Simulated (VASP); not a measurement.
Wanted: the native input for a VASP 6.6.1 run.

| Quantity | Value |
| --- | --- |
| Task | single point |
| Functional | r2SCAN |
| Potentials or basis | VASP PAW PBE potentials, release 64 (Al, Hf_pv, O) |
| Cutoff | 520 eV |
| k mesh | 2 × 4 × 4 |
| Occupations | gaussian, width 0.1 eV |
| Spin | no spin polarisation |
| Dipole correction | no |
| Further INCAR settings | LREAL = Auto; ALGO = Normal; EDIFF = 1e-07; NBANDS = 95 |

Hf6Al2O15:

```
Al Hf O
1.0
    10.36897    0.14913   -0.59100
     0.07150    4.92662    0.13750
    -0.28493    0.13826    5.12320
Al Hf O
2 6 15
Direct
  0.01028 0.20326 0.25265
  0.25346 0.32307 0.66909
  0.51465 0.28885 0.23179
  0.73074 0.28569 0.77921
  0.25335 0.70977 0.14893
  0.76542 0.74220 0.27863
  0.47165 0.77632 0.70010
  0.97683 0.72827 0.80304
  0.67953 0.07359 0.41731
  0.08794 0.95282 0.07617
  0.56209 0.08671 0.88255
  0.36914 0.47299 0.46027
  0.85762 0.49045 0.56610
  0.38454 0.49861 0.94774
  0.89450 0.43815 0.06669
  0.14505 0.50482 0.85821
  0.63777 0.55222 0.00673
  0.13926 0.40102 0.37479
  0.60939 0.56068 0.49558
  0.40864 0.95742 0.31792
  0.94337 0.96323 0.46775
  0.29632 0.97762 0.77767
  0.82451 0.94089 0.94581
```

The input as run:

POSCAR

```
Hf6Al2O15
1.0
   10.3689672237      0.1491255571     -0.5909996872
    0.0714956809      4.9266184538      0.1374952738
   -0.2849253922      0.1382623540      5.1232048021
Al Hf O
2 6 15
Direct
    0.0102766667      0.2032602545      0.2526466177
    0.2534622764      0.3230705060      0.6690931882
    0.5146525112      0.2888454791      0.2317923890
    0.7307446284      0.2856906015      0.7792131617
    0.2533524206      0.7097677422      0.1489322126
    0.7654199461      0.7422018202      0.2786262791
    0.4716480212      0.7763215457      0.7000954525
    0.9768313283      0.7282651936      0.8030420108
    0.6795288448      0.0735931698      0.4173103166
    0.0879392888     -0.0471765803      1.0761667661
    0.5620929945      0.0867093683      0.8825491684
    0.3691403958      0.4729923200      0.4602745497
    0.8576223317      0.4904463536      0.5660989192
    0.3845378712      0.4986067873      0.9477391771
    0.8944986386      0.4381500292      1.0666925083
    0.1450536425      0.5048227576      0.8582131674
    0.6377666122      0.5522206539      1.0067335936
    0.1392600232      0.4010206926      0.3747862080
    0.6093910954      0.5606817459      0.4955785810
    0.4086428362      0.9574169785      0.3179203786
    0.9433652097      0.9632328490      0.4677473688
    0.2963227900      0.9776181359      0.7776675945
    0.8245133465      0.9408869959      0.9458131312
```

INCAR.step1

```
SYSTEM = Hf6Al2O15
ALGO     = Normal         ! electronic algorithm
EDIFF    = 1E-4           ! SCF threshold, eV
ENCUT    = 520            ! plane-wave cutoff, eV
GGA      = PE             ! functional
ISMEAR   = 0              ! smearing method
LASPH    = .True.         ! aspherical terms in the spheres
LCHARG   = .False.        ! write CHGCAR
LREAL    = Auto         
LWAVE    = .True.         ! write WAVECAR
NBANDS   = 95             ! bands
NELM     = 100            ! most SCF steps
PREC     = Accurate       ! precision mode
SIGMA    = 0.1            ! smearing width, eV
```

INCAR.step2

```
SYSTEM = Hf6Al2O15
ALGO     = Normal         ! electronic algorithm
EDIFF    = 1E-7           ! SCF threshold, eV
ENCUT    = 520            ! plane-wave cutoff, eV
ISIF     = 2              ! what is computed and relaxed
ISMEAR   = 0              ! smearing method
ISTART   = 1            
LASPH    = .True.         ! aspherical terms in the spheres
LCHARG   = .False.        ! write CHGCAR
LMIXTAU  = .True.       
LREAL    = Auto         
LWAVE    = .False.        ! write WAVECAR
METAGGA  = R2SCAN         ! meta-GGA
NBANDS   = 95             ! bands
NELM     = 100            ! most SCF steps
PREC     = Accurate       ! precision mode
SIGMA    = 0.1            ! smearing width, eV
```

KPOINTS

```
k-points
0
Gamma
  2 4 4
  0 0 0
```

Potentials or basis: VASP PAW PBE potentials, release 64 (Al, Hf_pv, O).

The run is started by

```bash
$ cat potpaw_PBE.64/Al/POTCAR potpaw_PBE.64/Hf_pv/POTCAR potpaw_PBE.64/O/POTCAR > POTCAR
$ cp INCAR.step1 INCAR
$ mpirun -np 1 vasp_std > vasp.out
$ cp INCAR.step2 INCAR
$ mpirun -np 1 vasp_std > vasp.out
```

Results of the run:

```yaml
Pressure: -2.7 GPa
Largest_force: 0.207 eV/Å
Band_gap_on_the_k_mesh: 4.54 eV (least direct gap 4.84 eV)
```

Caveat: the PAW data sets were made with another functional, which shifts forces and pressure a little; spin-orbit coupling is left out, which moves the levels of the heavy elements.

Wall time 86 min on 1 thread of Oxide Virtual Turin-like Processor, on a shared host, peak memory 0.54 GiB.
